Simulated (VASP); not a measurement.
# NaCl (Pm-3m) in VASP: further runs

The runs below take NaCl through dielectric tensor, with PBE, r2SCAN.

All numbers are computed with VASP 6.6.1; they aren't measurements. Logs are shortened: lines on timing, memory, paths and dates and some standing lists are left out, and cuts for length are marked.

## 1. The cell of the first run

It takes space group Pm-3m (No. 221, cubic). The conventional cell has a = 3.460 Å, b = 3.460 Å, c = 3.460 Å, α = 90.00°, β = 90.00°, γ = 90.00°. Within 3.9 Å of Na (site symmetry m-3m) lie 8 Cl at 3.00 Å and 6 Na at 3.46 Å. Cl (site symmetry m-3m) has 8 Na at 3.00 Å and 6 Cl at 3.46 Å within 3.9 Å.

## 2. Dielectric tensor, PBE

Input file INCAR:

```
SYSTEM = NaCl
PREC     = Accurate       ! precision mode
ENCUT    = 520            ! plane-wave cutoff, eV
EDIFF    = 1E-8           ! SCF threshold, eV
ISMEAR   = 0              ! smearing method
SIGMA    = 0.01           ! smearing width, eV
LREAL    = .False.        ! projectors in reciprocal space
LASPH    = .True.         ! aspherical terms in the spheres
NELM     = 100            ! most SCF steps
ALGO     = Normal         ! electronic algorithm
ISIF     = 2              ! what is computed and relaxed
LWAVE    = .False.        ! write WAVECAR
LCHARG   = .False.        ! write CHGCAR
GGA      = PE             ! functional
LEPSILON = .True.         ! dielectric tensor by DFPT
```

Input file KPOINTS:

```
Automatic mesh
0
Gamma
  6 6 6
  0 0 0
```

Input file POSCAR:

```
NaCl
1.0
    3.4595452951      0.0000000000      0.0000000000
    0.0000000000      3.4595452951      0.0000000000
    0.0000000000      0.0000000000      3.4595452951
Na Cl
1 1
Direct
    0.0000000000      0.0000000000      0.0000000000
    0.5000000000      0.5000000000      0.5000000000
```

Potentials or basis: VASP PAW PBE potentials, release 64 (Na_pv, Cl).

Launch:

```sh
cat potpaw_PBE.64/Na_pv/POTCAR potpaw_PBE.64/Cl/POTCAR > POTCAR
mpirun -np 1 vasp_std > vasp.out
```

OUTCAR:

```text
SYSTEM = NaCl
   PREC = Accurate
   ENCUT = 520
   EDIFF = 1E-8
   ISMEAR = 0
   LREAL = .False.
   LASPH = .True.
   NELM = 100
   ISIF = 2
   GGA = PE
   LEPSILON = .True.

 ion  position               nearest neighbor table
   1  0.000  0.000  0.000-
   2  0.500  0.500  0.500-

  LATTYP: Found a simple cubic cell.
 ALAT       =     3.4595452951

  Lattice vectors:

 A1 = (   3.4595452951,   0.0000000000,   0.0000000000)
 A2 = (   0.0000000000,   3.4595452951,   0.0000000000)
 A3 = (   0.0000000000,   0.0000000000,   3.4595452951)

Analysis of symmetry for initial positions (statically):
=====================================================================
 Subroutine PRICEL returns:
 Original cell was already a primitive cell.

 Routine SETGRP: Setting up the symmetry group for a
 simple cubic supercell.

 Subroutine GETGRP returns: Found 48 space group operations
 (whereof 48 operations were pure point group operations)
 out of a pool of 48 trial point group operations.

The static configuration has the point symmetry O_h .

Analysis of symmetry for dynamics (positions and initial velocities):
=====================================================================
 Subroutine PRICEL returns:
 Original cell was already a primitive cell.

 Routine SETGRP: Setting up the symmetry group for a
 simple cubic supercell.

 Subroutine GETGRP returns: Found 48 space group operations
 (whereof 48 operations were pure point group operations)
 out of a pool of 48 trial point group operations.

The dynamic configuration has the point symmetry O_h .

 Subroutine INISYM returns: Found 48 space group operations
 (whereof 48 operations are pure point group operations),
 and found     1 'primitive' translations

----------------------------------------------------------------------------------------

                                     Primitive cell

  volume of cell :      41.4054

  direct lattice vectors                    reciprocal lattice vectors
     3.459545295  0.000000000  0.000000000     0.289055328  0.000000000  0.000000000
     0.000000000  3.459545295  0.000000000     0.000000000  0.289055328  0.000000000
     0.000000000  0.000000000  3.459545295     0.000000000  0.000000000  0.289055328

  length of vectors
     3.459545295  3.459545295  3.459545295     0.289055328  0.289055328  0.289055328

  position of ions in fractional coordinates (direct lattice)
     0.000000000  0.000000000  0.000000000
     0.500000000  0.500000000  0.500000000

  ion indices of the primitive-cell ions
   primitive index   ion index
                 1           1
                 2           2

----------------------------------------------------------------------------------------

 KPOINTS: Automatic mesh

Automatic generation of k-mesh.
 Grid dimensions read from file:
 generate k-points for:    6    6    6

 Generating k-lattice:

  Cartesian coordinates                     Fractional coordinates (reciprocal lattice)
     0.048175888  0.000000000  0.000000000     0.166666667  0.000000000  0.000000000
     0.000000000  0.048175888  0.000000000     0.000000000  0.166666667  0.000000000
     0.000000000  0.000000000  0.048175888     0.000000000  0.000000000  0.166666667

  Length of vectors
     0.048175888  0.048175888  0.048175888

  Shift w.r.t. Gamma in fractional coordinates (k-lattice)
     0.000000000  0.000000000  0.000000000

 Subroutine IBZKPT returns following result:
 ===========================================

 Found     20 irreducible k-points:

[... 67 lines left out ...]
   AEXX    =    0.0000 exact exchange contribution
   IVDW    =     0    specifies the selected vdW correction
   LEPSILON=     T    determine dielectric tensor
   LRPA    =     F    only Hartree local field effects (RPA)
 non-spin polarized calculation
 Gauss-broadening in eV      SIGMA  =   0.01
  energy-cutoff  :      520.00
  volume of cell :       41.41
 maximum number of plane-waves:      1141
 NGX is ok and might be reduce to    28
   NGX = 13   NGY = 13   NGZ = 13

--------------------------------------- Ionic step        1  -------------------------------------------

 number of electron      13.9999999 magnetization

 E-fermi :   0.7747     XC(G=0):  -8.5925

 val. band max:        0.6856617164   @ k =   0.5000   0.5000   0.0000
 cond. band min:       4.7900560242   @ k =   0.0000   0.0000   0.0000
 fundamental gap:      4.1043943079
 Fermi energy:         0.7746730434

 k-point     1 :       0.0000    0.0000    0.0000
  band No.  band energies     occupation
      1     -21.3537      2.00000
      2     -21.3537      2.00000
      3     -21.3537      2.00000
      4     -12.8213      2.00000
      5       0.1644      2.00000
      6       0.1644      2.00000
      7       0.1644      2.00000
      8       4.7901      0.00000
      9       9.2240      0.00000
     10       9.2240      0.00000
     11      16.7286      0.00000
[... 253 lines left out ...]
 k-point    20 :       0.5000    0.5000    0.5000
  band No.  band energies     occupation
      1     -21.3838      2.00000
      2     -21.3838      2.00000
      3     -21.3838      2.00000
      4     -11.8376      2.00000
      5      -1.2732      2.00000
      6      -1.2732      2.00000
      7      -1.2732      2.00000
      8       7.8072      0.00000
      9       7.8072      0.00000
     10       7.8072      0.00000
     11      12.6320      0.00000

  FORCE on cell =-STRESS in cart. coord.  units (eV):
  Direction    XX          YY          ZZ          XY          YZ          ZX
  --------------------------------------------------------------------------------------
  -------------------------------------------------------------------------------------
  Total        0.2866082      0.2866082      0.2866082      0.0000000     -0.0000000     -0.0000000
  in kB       11.0902712     11.0902712     11.0902712      0.0000000     -0.0000000     -0.0000000
  external PRESSURE =      11.0902712 kB  Pullay stress =       0.0000000 kB

 VOLUME and BASIS-vectors are now :
 -----------------------------------------------------------------------------
  energy-cutoff  :      520.00
  volume of cell :       41.41
      direct lattice vectors                 reciprocal lattice vectors
     3.459545295  0.000000000  0.000000000     0.289055328  0.000000000  0.000000000
     0.000000000  3.459545295  0.000000000     0.000000000  0.289055328  0.000000000
     0.000000000  0.000000000  3.459545295     0.000000000  0.000000000  0.289055328

 POSITION                                       TOTAL-FORCE (eV/Angst)
 -----------------------------------------------------------------------------------
      0.00000      0.00000      0.00000         0.000000      0.000000      0.000000
      1.72977      1.72977      1.72977         0.000000      0.000000      0.000000
 -----------------------------------------------------------------------------------
    total drift:                               -0.000000      0.000000      0.000000

  FREE ENERGIE OF THE ION-ELECTRON SYSTEM (eV)
  ---------------------------------------------------
  free  energy   TOTEN  =        -6.4624326661 eV

  energy  without entropy=       -6.4624326661  energy(sigma->0) =       -6.46243267

 HEAD OF MICROSCOPIC STATIC DIELECTRIC TENSOR (INDEPENDENT PARTICLE, excluding Hartree and local field effects)
 ------------------------------------------------------
           3.034423    -0.000000     0.000000
           0.000000     3.034423    -0.000000
          -0.000000     0.000000     3.034423
 ------------------------------------------------------

 Free energy of the ion-electron system (eV)
  ---------------------------------------------------
  ---------------------------------------------------
  free energy    TOTEN  =        -0.22544129 eV

  energy without entropy =       -0.22544129

------------------------ aborting loop because EDIFF is reached ----------------------------------------

--------------------------------------- Ionic step        2  -------------------------------------------

------------------------ aborting loop because EDIFF is reached ----------------------------------------

--------------------------------------- Ionic step        3  -------------------------------------------

 Free energy of the ion-electron system (eV)
  ---------------------------------------------------
  ---------------------------------------------------
  free energy    TOTEN  =        -0.22544130 eV

  energy without entropy =       -0.22544130

------------------------ aborting loop because EDIFF is reached ----------------------------------------

 PIEZOELECTRIC TENSOR FIELD DIRECTION 3  (e Angst)
 -----------------------------------------------------------------------------
    -0.00024  0.00000  0.00000           ( -0.00000  0.00000  0.00000)
     0.00000 -0.00024 -0.00000           (  0.00000 -0.00000  0.00000)
    -0.00000  0.00000  0.00005           (  0.00000  0.00000  0.00000)

 PIEZOELECTRIC TENSOR FIELD DIRECTION 3  (C/m^2)
 -----------------------------------------------------------------------------
    -0.00009  0.00000  0.00000
     0.00000 -0.00009 -0.00000
    -0.00000  0.00000  0.00002

 MACROSCOPIC STATIC DIELECTRIC TENSOR (including local field effects in DFT)
 ------------------------------------------------------
           2.745502     0.000000    -0.000000
           0.000000     2.745502    -0.000000
           0.000000     0.000000     2.745502
 ------------------------------------------------------

 PIEZOELECTRIC TENSOR (including local field effects)  for field in x, y, z        (e  Angst)
          XX          YY          ZZ          XY          YZ          ZX
  --------------------------------------------------------------------------------
  x     0.00000     0.00000     0.00000     0.00000     0.00000     0.00000
  y     0.00000     0.00000     0.00000     0.00000     0.00000     0.00000
  z     0.00000     0.00000     0.00000     0.00000     0.00000     0.00000

 PIEZOELECTRIC TENSOR (including local field effects)  for field in x, y, z        (C/m^2)
          XX          YY          ZZ          XY          YZ          ZX
  --------------------------------------------------------------------------------
  x     0.00000     0.00000     0.00000     0.00000     0.00000     0.00000
  y     0.00000     0.00000     0.00000     0.00000     0.00000     0.00000
  z     0.00000     0.00000     0.00000     0.00000     0.00000     0.00000

 BORN EFFECTIVE CHARGES (including local field effects) (in |e|, cummulative output)
 ---------------------------------------------------------------------------------
 ion    1
    1     1.18538     0.00000    -0.00000
    2    -0.00000     1.18538     0.00000
    3     0.00000     0.00000     1.18538
 ion    2
    1    -1.18538    -0.00000     0.00000
    2     0.00000    -1.18538    -0.00000
    3    -0.00000    -0.00000    -1.18538
```

Wall time 3.4 min (1 thread of Intel Xeon 8259CL, shared host); peak memory 0.18 GiB.

Results:

```yaml
Band_gap_on_the_k_mesh: 4.10 eV (least direct gap 4.63 eV)
Electronic_dielectric_tensor_diagonal: 2.75
Born_charges_mean_of_the_diagonal: Na +1.19; Cl -1.19 e
```

Electronic dielectric tensor:
```
2.75 0.00 0.00
0.00 2.75 0.00
0.00 0.00 2.75
```

Born effective charge tensors (e):
atom 1, Na
```
1.19 0.00 0.00
0.00 1.19 0.00
0.00 0.00 1.19
```
atom 2, Cl
```
-1.19  0.00  0.00
 0.00 -1.19  0.00
 0.00  0.00 -1.19
```

A k mesh can miss the band edges.

(Part 1 of 2 ends here.)
